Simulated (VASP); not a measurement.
# B (R-3m) in VASP: notebook

The runs below take B through single point, with HSE06, PBE0, r2SCANh.

All numbers are computed with VASP 6.6.1; they aren't measurements. Logs are shortened: lines on timing, memory, paths and dates and some standing lists are left out, and cuts for length are marked.

**1. The cell of the first run**

It takes space group R-3m (No. 166, trigonal). The conventional cell has a = 4.898 Å, b = 4.898 Å, c = 12.545 Å, α = 90.00°, β = 90.00°, γ = 120.00°. B (site symmetry m) has 6 B at 1.67 to 1.80 Å within 2.2 Å. Within 2.4 Å of B (site symmetry m) lie 7 B at 1.78 to 2.01 Å.

**2. Single point, HSE06**

Input file POSCAR:

```
B
1.0
    2.4492492791      1.4140747306      4.1816907384
   -2.4492492791      1.4140747306      4.1816907384
    0.0000000000     -2.8281494612      4.1816907384
B
12
Direct
    0.0102816520      0.6540688529      0.0102816520
    0.0102816520      0.0102816520      0.6540688529
    0.6540688529      0.0102816520      0.0102816520
    0.9897183480      0.3459311471      0.9897183480
    0.3459311471      0.9897183480      0.9897183480
    0.9897183480      0.9897183480      0.3459311471
    0.2210351401      0.6306102233      0.2210351401
    0.2210351401      0.2210351401      0.6306102233
    0.6306102233      0.2210351401      0.2210351401
    0.7789648599      0.3693897767      0.7789648599
    0.3693897767      0.7789648599      0.7789648599
    0.7789648599      0.7789648599      0.3693897767
```

Input file INCAR.step1:

```
  ALGO = Normal
  EDIFF = 1E-5
  ENCUT = 520
  GGA = PE
  ISIF = 2
  ISMEAR = -1
  KPAR = 4
  LASPH = T
  LCHARG = F
  LREAL = F
  LWAVE = T
  NBANDS = 30
  NELM = 60
  PREC = Accurate
  SIGMA = 0.01
```

Input file INCAR.step2:

```
  ALGO = Normal
  EDIFF = 1E-6
  ENCUT = 520
  GGA = PE
  HFSCREEN = 0.2079
  ISIF = 2
  ISMEAR = -1
  ISTART = 1
  KPAR = 4
  LASPH = T
  LCHARG = F
  LHFCALC = T
  LREAL = F
  LWAVE = F
  NBANDS = 30
  NELM = 60
  PREC = Accurate
  PRECFOCK = Fast
  SIGMA = 0.01
```

Input file KPOINTS:

```
k-points
0
Gamma
  5 5 5
```

Potentials or basis: VASP PAW PBE potentials, release 64 (B).

Command:

```console
$ cat potpaw_PBE.64/B/POTCAR > POTCAR
$ cp INCAR.step1 INCAR
$ mpirun -np 4 vasp_std > vasp.out
$ cp INCAR.step2 INCAR
$ mpirun -np 4 vasp_std > vasp.out
```

OUTCAR:

```text
EDIFF = 1E-6
   ENCUT = 520
   GGA = PE
   HFSCREEN = 0.2079
   ISIF = 2
   ISMEAR = -1
   ISTART = 1
   LASPH = T
   LHFCALC = T
   LREAL = F
   NELM = 60
   PREC = Accurate
   PRECFOCK = Fast

 ion  position               nearest neighbor table
   1  0.010  0.654  0.010-   4 1.67   2 1.74   3 1.74   7 1.79  11 1.80  12 1.80
   2  0.010  0.010  0.654-   6 1.67   3 1.74   1 1.74   8 1.79  10 1.80  11 1.80
   3  0.654  0.010  0.010-   5 1.67   2 1.74   1 1.74   9 1.79  10 1.80  12 1.80
   4  0.990  0.346  0.990-   1 1.67   6 1.74   5 1.74  10 1.79   9 1.80   8 1.80
   5  0.346  0.990  0.990-   3 1.67   6 1.74   4 1.74  11 1.79   7 1.80   8 1.80
   6  0.990  0.990  0.346-   2 1.67   4 1.74   5 1.74  12 1.79   9 1.80   7 1.80
   7  0.221  0.631  0.221-  11 1.78  12 1.78   1 1.79   5 1.80   6 1.80   8 2.01   9 2.01
   8  0.221  0.221  0.631-  10 1.78  11 1.78   2 1.79   4 1.80   5 1.80   7 2.01   9 2.01
   9  0.631  0.221  0.221-  10 1.78  12 1.78   3 1.79   4 1.80   6 1.80   8 2.01   7 2.01
  10  0.779  0.369  0.779-   9 1.78   8 1.78   4 1.79   3 1.80   2 1.80  12 2.01  11 2.01
  11  0.369  0.779  0.779-   7 1.78   8 1.78   5 1.79   1 1.80   2 1.80  12 2.01  10 2.01
  12  0.779  0.779  0.369-   7 1.78   9 1.78   6 1.79   3 1.80   1 1.80  10 2.01  11 2.01

  LATTYP: Found a trigonal (rhomboedric) cell.
 ALAT       =     5.0482637418
 COS(alpha) =     0.5292266161

  Lattice vectors:

 A1 = (   2.4492492791,   1.4140747306,   4.1816907384)
 A2 = (  -2.4492492791,   1.4140747306,   4.1816907384)
 A3 = (   0.0000000000,  -2.8281494612,   4.1816907384)

Analysis of symmetry for initial positions (statically):
=====================================================================
 Subroutine PRICEL returns:
 Original cell was already a primitive cell.

 Routine SETGRP: Setting up the symmetry group for a
 trigonal (rhombohedral) supercell.

 Subroutine GETGRP returns: Found 12 space group operations
 (whereof 12 operations were pure point group operations)
 out of a pool of 12 trial point group operations.

The static configuration has the point symmetry D_3d.

Analysis of symmetry for dynamics (positions and initial velocities):
=====================================================================
 Subroutine PRICEL returns:
 Original cell was already a primitive cell.

 Routine SETGRP: Setting up the symmetry group for a
 trigonal (rhombohedral) supercell.

 Subroutine GETGRP returns: Found 12 space group operations
 (whereof 12 operations were pure point group operations)
 out of a pool of 12 trial point group operations.

The dynamic configuration has the point symmetry D_3d.

 Subroutine INISYM returns: Found 12 space group operations
 (whereof 12 operations are pure point group operations),
 and found     1 'primitive' translations

----------------------------------------------------------------------------------------

                                     Primitive cell

  volume of cell :      86.8977

  direct lattice vectors                    reciprocal lattice vectors
     2.449249279  1.414074731  4.181690738     0.204144186  0.117862701  0.079712574
    -2.449249279  1.414074731  4.181690738    -0.204144186  0.117862701  0.079712574
     0.000000000 -2.828149461  4.181690738     0.000000000 -0.235725401  0.079712574

  length of vectors
     5.048263742  5.048263742  5.048263742     0.248838420  0.248838420  0.248838420

  position of ions in fractional coordinates (direct lattice)
     0.010281652  0.654068853  0.010281652
     0.010281652  0.010281652  0.654068853
     0.654068853  0.010281652  0.010281652
     0.989718348  0.345931147  0.989718348
     0.345931147  0.989718348  0.989718348
     0.989718348  0.989718348  0.345931147
     0.221035140  0.630610223  0.221035140
     0.221035140  0.221035140  0.630610223
     0.630610223  0.221035140  0.221035140
     0.778964860  0.369389777  0.778964860
     0.369389777  0.778964860  0.778964860
     0.778964860  0.778964860  0.369389777

  ion indices of the primitive-cell ions
   primitive index   ion index
                 1           1
                 2           2
                 3           3
                 4           4
                 5           5
                 6           6
                 7           7
                 8           8
                 9           9
                10          10
                11          11
                12          12

----------------------------------------------------------------------------------------

 KPOINTS: k-points

Automatic generation of k-mesh.
 Grid dimensions read from file:
 generate k-points for:    5    5    5

 Generating k-lattice:

  Cartesian coordinates                     Fractional coordinates (reciprocal lattice)
     0.040828837  0.023572540  0.015942515     0.200000000 -0.000000000  0.000000000
    -0.040828837  0.023572540  0.015942515    -0.000000000  0.200000000  0.000000000
[... 67 lines left out ...]
   GGA     = PE    functional components
   LHFCALC =     T    Hartree Fock is set to
   PRECFOCK=fast      Normal, Fast or Accurate (Low or Medium for compatibility)
   ENCUT4O =  -1.0   cutoff for four orbital integrals eV
   NKREDX  =     1    reduce k-point grid by
   NKREDY  =     1    reduce k-point grid by
   NKREDZ  =     1    reduce k-point grid by
   AEXX    =    0.2500 exact exchange contribution
   HFSCREEN=    0.2079 screening length (either q_TF or 0.3 A-1)
   HFSCREENC=   0.2079 screening length for correlation (either q_TF or 0.3 A-1)
   ENCUTFOCK=  -1.0 apply spherical cutoff to Coloumb kernel
   IVDW    =     0    specifies the selected vdW correction
   LEPSILON=     F    determine dielectric tensor
   LRPA    =     F    only Hartree local field effects (RPA)
 non-spin polarized calculation
  energy-cutoff  :      520.00
  volume of cell :       86.90
 maximum number of plane-waves:      2369
 NGX is ok and might be reduce to    40
  NGX = 20; NGY = 20; NGZ = 20

 number of electron      36.0000000 magnetization

 Free energy of the ion-electron system (eV)
  ---------------------------------------------------
  ext. energy  EPLUGINS =         0.00000000
  ---------------------------------------------------
  free energy    TOTEN  =       -88.97228754 eV

  energy without entropy =      -88.97228754  energy(sigma->0) =      -88.97228754

 E-fermi :   5.8239     XC(G=0):  -9.4967

 val. band max:        5.5535306510   @ k =   0.4000   0.4000   0.4000
 cond. band min:       7.6142625665   @ k =   0.0000   0.0000   0.0000
 fundamental gap:      2.0607319155
 Fermi energy:         5.8239348528

 k-point     1 :       0.0000    0.0000    0.0000
  band No.  band energies     occupation
      1     -12.4421      2.00000
      2      -6.1451      2.00000
      3      -5.8520      2.00000
      4      -5.8520      2.00000
      5      -4.5542      2.00000
      6      -3.8850      2.00000
[... 22 lines left out ...]
     29      16.7059      0.00000
     30      17.1355      0.00000

 k-point     2 :       0.2000   -0.0000    0.0000
  band No.  band energies     occupation
      1     -12.1957      2.00000
      2      -7.4104      2.00000
      3      -6.2805      2.00000
      4      -6.1878      2.00000
      5      -4.5048      2.00000
      6      -3.7205      2.00000
[... 22 lines left out ...]
     29      15.5983      0.00000
     30      16.2951      0.00000

 k-point     3 :       0.4000    0.0000    0.0000
  band No.  band energies     occupation
      1     -11.6055      2.00000
      2      -9.0043      2.00000
      3      -6.5271      2.00000
      4      -6.4366      2.00000
      5      -4.9846      2.00000
      6      -3.8736      2.00000
[... 517 lines left out ...]
     29      15.0810      0.00000
     30      16.9115      0.00000

 k-point    19 :      -0.4000    0.4000    0.4000
  band No.  band energies     occupation
      1     -11.6219      2.00000
      2      -8.4187      2.00000
      3      -7.6170      2.00000
      4      -6.4639      2.00000
      5      -4.9122      2.00000
      6      -3.2916      2.00000
[... 22 lines left out ...]
     29      15.8496      0.00000
     30      16.5490      0.00000

------------------------ aborting loop because EDIFF is reached ----------------------------------------

  FORCE on cell =-STRESS in cart. coord.  units (eV):
  Direction    XX          YY          ZZ          XY          YZ          ZX
  --------------------------------------------------------------------------------------
  -------------------------------------------------------------------------------------
  Total       -1.7223088     -1.7223088     -1.5876524      0.0000000      0.0000000      0.0000000
  in kB      -31.7550711    -31.7550711    -29.2723430      0.0000000      0.0000000      0.0000000
  external PRESSURE =     -30.9274950 kB  Pullay stress =       0.0000000 kB

 VOLUME and BASIS-vectors are now :
 -----------------------------------------------------------------------------
  energy-cutoff  :      520.00
  volume of cell :       86.90
      direct lattice vectors                 reciprocal lattice vectors
     2.449249279  1.414074731  4.181690738     0.204144186  0.117862701  0.079712574
    -2.449249279  1.414074731  4.181690738    -0.204144186  0.117862701  0.079712574
     0.000000000 -2.828149461  4.181690738     0.000000000 -0.235725401  0.079712574

 POSITION                                       TOTAL-FORCE (eV/Angst)
 -----------------------------------------------------------------------------------
     -1.57680      0.91036      2.82110        -0.032790      0.018931      0.016426
      0.00000     -1.82073      2.82110        -0.000000     -0.037862      0.016426
      1.57680      0.91036      2.82110         0.032790      0.018931      0.016426
      1.57680     -0.91036      9.72397         0.032790     -0.018931     -0.016426
     -1.57680     -0.91036      9.72397        -0.032790     -0.018931     -0.016426
      0.00000      1.82073      9.72397        -0.000000      0.037862     -0.016426
     -1.00315      0.57917      4.48562        -0.114821      0.066292     -0.029755
      0.00000     -1.15834      4.48562        -0.000000     -0.132584     -0.029755
      1.00315      0.57917      4.48562         0.114821      0.066292     -0.029755
      1.00315     -0.57917      8.05945         0.114821     -0.066292      0.029755
     -1.00315     -0.57917      8.05945        -0.114821     -0.066292      0.029755
      0.00000      1.15834      8.05945        -0.000000      0.132584      0.029755
 -----------------------------------------------------------------------------------
    total drift:                                0.000000     -0.000000      0.000000

  FREE ENERGIE OF THE ION-ELECTRON SYSTEM (eV)
  ---------------------------------------------------
  free  energy   TOTEN  =       -88.9722875401 eV

  energy  without entropy=      -88.9722875401  energy(sigma->0) =      -88.97228754
```

It took 11 min on 4 MPI ranks of Intel Xeon 6975P-C (Granite Rapids), shared host; peak memory 0.35 GiB.

Results:

```yaml
Free_energy: -88.9723 eV
Pressure: -3.1 GPa
Largest_force: 0.136 eV/Å
Band_gap_on_the_k_mesh: 2.06 eV (least direct gap 2.41 eV)
```

Forces in eV/Å, atoms in the order of the input:
```
B   -0.033  0.019  0.016
B    0.000 -0.038  0.016
B    0.033  0.019  0.016
B    0.033 -0.019 -0.016
B   -0.033 -0.019 -0.016
B    0.000  0.038 -0.016
B   -0.115  0.066 -0.030
B    0.000 -0.133 -0.030
B    0.115  0.066 -0.030
B    0.115 -0.066  0.030
B   -0.115 -0.066  0.030
B    0.000  0.133  0.030
```

Levels at points of the mesh, in eV from the valence-band top:
| k point | band 14 | band 15 | band 16 | band 17 | band 18 | band 19 | band 20 | band 21 | band 22 | band 23 |
| --- | --- | --- | --- | --- | --- | --- | --- | --- | --- | --- |
| (0.00, 0.00, 0.00) | -4.84 | -1.54 | -1.12 | -1.12 | -0.35 | 2.06 | 5.64 | 5.64 | 5.69 | 5.69 |

Caveat: the cell stands under tension; the PAW data sets were made with another functional, which shifts forces and pressure a little.

**3. Single point, PBE0**

POSCAR is that of step 2.

Input file INCAR.step1:

```
  ALGO = Normal
  EDIFF = 1E-5
  ENCUT = 520
  GGA = PE
  ISIF = 2
  ISMEAR = -1
  KPAR = 4
  LASPH = True
  LCHARG = False
  LREAL = False
  LWAVE = True
  NBANDS = 30
  NELM = 100
  PREC = Accurate
  SIGMA = 0.01
```

Input file INCAR.step2:

```
  AEXX = 0.25
  ALGO = Normal
  EDIFF = 1E-6
  ENCUT = 520
  GGA = PE
  ISIF = 2
  ISMEAR = -1
  ISTART = 1
  KPAR = 4
  LASPH = True
  LCHARG = False
  LHFCALC = True
  LREAL = False
  LWAVE = False
  NBANDS = 30
  NELM = 100
  PREC = Accurate
  PRECFOCK = Fast
  SIGMA = 0.01
```

KPOINTS is that of step 2.

Potentials or basis: VASP PAW PBE potentials, release 64 (B).

Command:

```console
$ cat potpaw_PBE.64/B/POTCAR > POTCAR
$ cp INCAR.step1 INCAR
$ mpirun -np 4 vasp_std > vasp.out
$ cp INCAR.step2 INCAR
$ mpirun -np 4 vasp_std > vasp.out
```

Wall time 12 min (4 MPI ranks of Intel Xeon 6975P-C (Granite Rapids), shared host); peak memory 0.25 GiB.

The run converged. Its results:

| Item | Value |
| --- | --- |
| Free energy | -93.1736 eV |
| Pressure | -3.3 GPa |
| Largest force | 0.145 eV/Å |
| Band gap on the k mesh | 2.74 eV (least direct gap 3.10 eV) |

Forces on the atoms (eV/Å):
```
B   -0.038  0.022  0.023
B    0.000 -0.044  0.023
B    0.038  0.022  0.023
B    0.038 -0.022 -0.023
B   -0.038 -0.022 -0.023
B    0.000  0.044 -0.023
B   -0.123  0.071 -0.029
B    0.000 -0.142 -0.029
B    0.123  0.071 -0.029
B    0.123 -0.071  0.029
B   -0.123 -0.071  0.029
B    0.000  0.142  0.029
```

Stress tensor (GPa, compression positive):
```
-3.34  0.00  0.00
 0.00 -3.34  0.00
 0.00  0.00 -3.15
```

Levels at points of the mesh, in eV from the valence-band top:
```
           k point  band 14  band 15  band 16  band 17  band 18  band 19  band 20  band 21  band 22  band 23
(0.00, 0.00, 0.00)    -4.91    -1.56    -1.16    -1.16    -0.36     2.74     6.37     6.37     6.40     6.40
```

Caveat: the cell stands under tension; the PAW data sets were made with another functional, which shifts forces and pressure a little. A k mesh can miss the band edges.

**4. Single point, r2SCANh**

POSCAR is that of step 3.

Input file INCAR.step1:

```
ALGO     = Normal         # electronic algorithm
EDIFF    = 1E-5           # SCF threshold, eV
ENCUT    = 520            # plane-wave cutoff, eV
GGA      = PE             # functional
ISIF     = 2              # what is computed and relaxed
ISMEAR   = -1             # smearing method
KPAR     = 4            
LASPH    = T              # aspherical terms in the spheres
LCHARG   = F              # write CHGCAR
LREAL    = F              # projectors in reciprocal space
LWAVE    = T              # write WAVECAR
NBANDS   = 30             # bands
NELM     = 60             # most SCF steps
PREC     = Accurate       # precision mode
SIGMA    = 0.01           # smearing width, eV
```

Input file INCAR.step2:

```
AEXX     = 0.1            # exact-exchange fraction
ALGO     = Normal         # electronic algorithm
EDIFF    = 1E-6           # SCF threshold, eV
ENCUT    = 520            # plane-wave cutoff, eV
ISIF     = 2              # what is computed and relaxed
ISMEAR   = -1             # smearing method
ISTART   = 1            
KPAR     = 4            
LASPH    = T              # aspherical terms in the spheres
LCHARG   = F              # write CHGCAR
LHFCALC  = T              # exact exchange
LMIXTAU  = T            
LREAL    = F              # projectors in reciprocal space
LWAVE    = F              # write WAVECAR
METAGGA  = R2SCAN         # meta-GGA
NBANDS   = 30             # bands
NELM     = 60             # most SCF steps
PREC     = Accurate       # precision mode
PRECFOCK = Fast         
SIGMA    = 0.01           # smearing width, eV
```

KPOINTS is that of step 3.

Command:

```console
$ cat potpaw_PBE.64/B/POTCAR > POTCAR
$ cp INCAR.step1 INCAR
$ mpirun -np 4 vasp_std > vasp.out
$ cp INCAR.step2 INCAR
$ mpirun -np 4 vasp_std > vasp.out
```

Wall time 18 min (4 MPI ranks of Intel Xeon Platinum 8488C (Sapphire Rapids), shared host); peak memory 0.28 GiB.

It converged, with:

```yaml
Free_energy: -92.3111 eV
Pressure: -1.9 GPa
Largest_force: 0.164 eV/Å
Band_gap_on_the_k_mesh: 2.08 eV (least direct gap 2.44 eV)
```

Forces in eV/Å, atoms in the order of the input:
```
B   -0.037  0.021 -0.032
B    0.000 -0.043 -0.032
B    0.037  0.021 -0.032
B    0.037 -0.021  0.032
B   -0.037 -0.021  0.032
B    0.000  0.043  0.032
B   -0.141  0.081 -0.020
B    0.000 -0.163 -0.020
B    0.141  0.081 -0.020
B    0.141 -0.081  0.020
B   -0.141 -0.081  0.020
B    0.000  0.163  0.020
```

Stress tensor (GPa, compression positive):
```
-1.67  0.00  0.00
 0.00 -1.67  0.00
 0.00  0.00 -2.44
```

Levels at points of the mesh, in eV from the valence-band top:
```
           k point  band 15  band 16  band 17  band 18  band 19  band 20  band 21  band 22
(0.00, 0.00, 0.00)    -1.49    -1.05    -1.05    -0.36     2.08     5.54     5.54     5.66
```

Caveat: the PAW data sets were made with another functional, which shifts forces and pressure a little. A k mesh can miss the band edges.

**5. The runs side by side**

```csv
level,share of exact exchange,screening parameter,gap on the mesh (eV),pressure (GPa),largest force (eV/Å)
HSE06,0.25,0.2079 1/Å,2.06,-3.1,0.14
PBE0,0.25,-,2.74,-3.3,0.14
r2SCANh,0.1,-,2.08,-1.9,0.16
```

Alike in all rows: task single point; potentials or basis VASP PAW PBE potentials, release 64 (B); no spin polarisation; cell as given; k mesh 5 × 5 × 5; cutoff (eV) 520; smearing fermi-dirac 0.01 eV.

On the cell as given the gap runs from 2.06 eV (HSE06) to 2.74 eV (PBE0). The pressure there spans -3.3 GPa (PBE0) to -1.9 GPa (r2SCANh); a positive pressure means that this level wants a larger cell, a negative one a smaller.

Caveats: the PAW data sets were made with another functional, which shifts forces and pressure a little; the cell stands under tension (at least some runs).

Total energies depend on the potentials used, so only differences within one code and one set of settings carry meaning.
